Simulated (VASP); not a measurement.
# Te2Mo in VASP: notebook, part 2 of 2

VASP 6.6.1.

## Step 3: Single point, r2SCAN (uniaxial z strain +4.9%)

POSCAR reads:

```
Te2Mo
1.0
    3.5421311991      0.0000000000      0.0000000000
   -1.7710655996      3.0675756020      0.0000000000
    0.0000000000      0.0000000000     14.8751659395
Te Mo
4 2
Direct
    0.3333333333      0.6666666667      0.1289948110
    0.6666666667      0.3333333333      0.6290034836
    0.6666666667      0.3333333333      0.8710051890
    0.3333333333      0.6666666667      0.3709965164
    0.3333333333      0.6666666667      0.7500043130
    0.6666666667      0.3333333333      0.2499956870
```

INCAR.step1 reads:

```
SYSTEM = Te2Mo
ALGO = Normal ; EDIFF = 1E-4
ENCUT = 520 ; GGA = PE
ISMEAR = 0 ; LASPH = .TRUE.
LCHARG = .FALSE. ; LREAL = .FALSE.
LWAVE = .TRUE. ; NBANDS = 35
NELM = 100 ; PREC = Accurate
SIGMA = 0.01
```

INCAR.step2 reads:

```
SYSTEM = Te2Mo
ALGO = Normal ; EDIFF = 1E-6
ENCUT = 520 ; ISIF = 2
ISMEAR = 0 ; ISTART = 1
LASPH = .TRUE. ; LCHARG = .FALSE.
LMIXTAU = .TRUE. ; LREAL = .FALSE.
LWAVE = .FALSE. ; METAGGA = R2SCAN
NBANDS = 35 ; NELM = 100
PREC = Accurate ; SIGMA = 0.01
```

KPOINTS reads:

```
k-points
0
G
  12 12 2
  0 0 0
```

Potentials or basis: VASP PAW PBE potentials, release 64 (Te, Mo_sv).

Run with:

```console
cat potpaw_PBE.64/Te/POTCAR potpaw_PBE.64/Mo_sv/POTCAR > POTCAR
cp INCAR.step1 INCAR
mpirun -np 1 vasp_std > vasp.out
cp INCAR.step2 INCAR
mpirun -np 1 vasp_std > vasp.out
```

OUTCAR:

```text
SYSTEM = Te2Mo
   EDIFF = 1E-6
   ENCUT = 520
   ISIF = 2
   ISMEAR = 0
   ISTART = 1
   LASPH = .TRUE.
   LREAL = .FALSE.
   METAGGA = R2SCAN
   NELM = 100
   PREC = Accurate

 ion  position               nearest neighbor table
   1  0.333  0.667  0.129-   6 2.72   6 2.72   6 2.72   4 3.60
   2  0.667  0.333  0.629-   5 2.72   5 2.72   5 2.72   3 3.60
   3  0.667  0.333  0.871-   5 2.72   5 2.72   5 2.72   2 3.60
   4  0.333  0.667  0.371-   6 2.72   6 2.72   6 2.72   1 3.60
   5  0.333  0.667  0.750-   2 2.72   2 2.72   2 2.72   3 2.72   3 2.72   3 2.72
   6  0.667  0.333  0.250-   4 2.72   4 2.72   4 2.72   1 2.72   1 2.72   1 2.72

  LATTYP: Found a hexagonal cell.
 ALAT       =     3.5421311991
 C/A-ratio  =     4.1994960388

  Lattice vectors:

 A1 = (   3.5421311991,   0.0000000000,   0.0000000000)
 A2 = (  -1.7710655996,   3.0675756020,   0.0000000000)
 A3 = (   0.0000000000,   0.0000000000,  14.8751659395)

Analysis of symmetry for initial positions (statically):
=====================================================================
 Subroutine PRICEL returns:
 Original cell was already a primitive cell.

 Routine SETGRP: Setting up the symmetry group for a
 hexagonal supercell.

 Subroutine GETGRP returns: Found 12 space group operations
 (whereof 12 operations were pure point group operations)
 out of a pool of 24 trial point group operations.

The static configuration has the point symmetry D_3d.

Analysis of symmetry for dynamics (positions and initial velocities):
=====================================================================
 Subroutine PRICEL returns:
 Original cell was already a primitive cell.

 Routine SETGRP: Setting up the symmetry group for a
 hexagonal supercell.

 Subroutine GETGRP returns: Found 12 space group operations
 (whereof 12 operations were pure point group operations)
[... 131 lines left out ...]
  volume/ion in A,a.u.               =      26.94       181.79
  Fermi-wavevector in a.u.,A,eV,Ry     =   1.121765  2.119829 17.120994  1.258358
  Thomas-Fermi vector in A             =   2.258421
   LORBIT       =      0    0 simple, 1 ext, 2 COOP (PROOUT), +10 PAW based schemes
   METAGGA = R2SCAN    functional components
   LHFCALC =     F    Hartree Fock is set to
   AEXX    =    0.0000 exact exchange contribution
   IVDW    =     0    specifies the selected vdW correction
   LEPSILON=     F    determine dielectric tensor
   LRPA    =     F    only Hartree local field effects (RPA)
 non-spin polarized calculation
 Gauss-broadening in eV      SIGMA  =   0.01
  energy-cutoff  :      520.00
  volume of cell :      161.63
 maximum number of plane-waves:      4411
 NGX is ok and might be reduce to    28
   NGX = 13   NGY = 13   NGZ = 55

 number of electron      52.0000006 magnetization

 Free energy of the ion-electron system (eV)
  ---------------------------------------------------
  ext. energy  EPLUGINS =         0.00000000
  ---------------------------------------------------
  free energy    TOTEN  =      -155.66042220 eV

  energy without entropy =     -155.66042220  energy(sigma->0) =     -155.66042220

 E-fermi :   7.1042     XC(G=0): -10.5238

 val. band max:        6.9920045935   @ k =   0.3333   0.3333   0.0000
 cond. band min:       8.0764843863   @ k =   0.2500   0.1667   0.0000
 fundamental gap:      1.0844797929
 Fermi energy:         7.1041872463

 k-point     1 :       0.0000    0.0000    0.0000
  band No.  band energies     occupation
      1     -55.6945      2.00000
      2     -55.6945      2.00000
      3     -29.1253      2.00000
      4     -29.1253      2.00000
      5     -29.0182      2.00000
      6     -29.0182      2.00000
[... 901 lines left out ...]
     34      10.7220      0.00000
     35      12.7925      0.00000

 [... further k-points ...]

------------------------ aborting loop because EDIFF is reached ----------------------------------------

  FORCE on cell =-STRESS in cart. coord.  units (eV):
  Direction    XX          YY          ZZ          XY          YZ          ZX
  --------------------------------------------------------------------------------------
  -------------------------------------------------------------------------------------
  Total        0.8676753      0.8676753     -0.1568826     -0.0000000      0.0000000     -0.0000000
  in kB        8.6009431      8.6009431     -1.5551186     -0.0000000      0.0000000     -0.0000000
  external PRESSURE =       5.2155892 kB  Pullay stress =       0.0000000 kB

 VOLUME and BASIS-vectors are now :
 -----------------------------------------------------------------------------
  energy-cutoff  :      520.00
  volume of cell :      161.63
      direct lattice vectors                 reciprocal lattice vectors
     3.542131199  0.000000000  0.000000000     0.282315912  0.162995168  0.000000000
    -1.771065600  3.067575602  0.000000000     0.000000000  0.325990336  0.000000000
     0.000000000  0.000000000 14.875165940     0.000000000  0.000000000  0.067226141

 POSITION                                       TOTAL-FORCE (eV/Angst)
 -----------------------------------------------------------------------------------
     -0.00000      2.04505      1.91882        -0.000000     -0.000000      0.005216
      1.77107      1.02253      9.35653        -0.000000      0.000000      0.005197
      1.77107      1.02253     12.95635        -0.000000      0.000000     -0.005216
     -0.00000      2.04505      5.51863        -0.000000     -0.000000     -0.005197
     -0.00000      2.04505     11.15644        -0.000000     -0.000000     -0.000008
      1.77107      1.02253      3.71873         0.000000      0.000000      0.000008
 -----------------------------------------------------------------------------------
    total drift:                                0.000000      0.000000      0.000000

  FREE ENERGIE OF THE ION-ELECTRON SYSTEM (eV)
  ---------------------------------------------------
  free  energy   TOTEN  =      -155.6604222045 eV

  energy  without entropy=     -155.6604222045  energy(sigma->0) =     -155.66042220
```

OUTCAR.step1:

```text
SYSTEM = Te2Mo
   EDIFF = 1E-4
   ENCUT = 520
   GGA = PE
   ISMEAR = 0
[... 1150 lines left out ...]
      1.77107      1.02253     12.95635         0.000000     -0.000000      0.193492
     -0.00000      2.04505      5.51863         0.000000     -0.000000      0.193519
     -0.00000      2.04505     11.15644         0.000000      0.000000      0.000035
      1.77107      1.02253      3.71873        -0.000000     -0.000000     -0.000035
 -----------------------------------------------------------------------------------
    total drift:                               -0.000000      0.000000      0.000000

  FREE ENERGIE OF THE ION-ELECTRON SYSTEM (eV)
  ---------------------------------------------------
  free  energy   TOTEN  =       -36.0644854297 eV

  energy  without entropy=      -36.0644854297  energy(sigma->0) =      -36.06448543
```

Run time: 12 min. Hardware: 1 thread of Intel Xeon Platinum 8375C at 2.90GHz (Ice Lake), shared host; peak memory 0.43 GiB.

What came out:

```yaml
Free_energy: -155.6604 eV
Pressure: 0.5 GPa
Largest_force: 0.005 eV/Å
Band_gap_on_the_k_mesh: 1.08 eV, indirect (least direct gap 1.12 eV)
```

Forces on the atoms (eV/Å):
```
Te   0.000  0.000  0.005
Te   0.000  0.000  0.005
Te   0.000  0.000 -0.005
Te   0.000  0.000 -0.005
Mo   0.000  0.000  0.000
Mo   0.000  0.000  0.000
```

Stress tensor (GPa, compression positive):
```
 0.86  0.00  0.00
 0.00  0.86  0.00
 0.00  0.00 -0.16
```

Caveat: the cell differs from its parent crystal (uniaxial z strain +4.9%); the PAW data sets were made with another functional, which shifts forces and pressure a little; spin-orbit coupling is left out, which moves the levels of the heavy elements. A k mesh can miss the band edges.
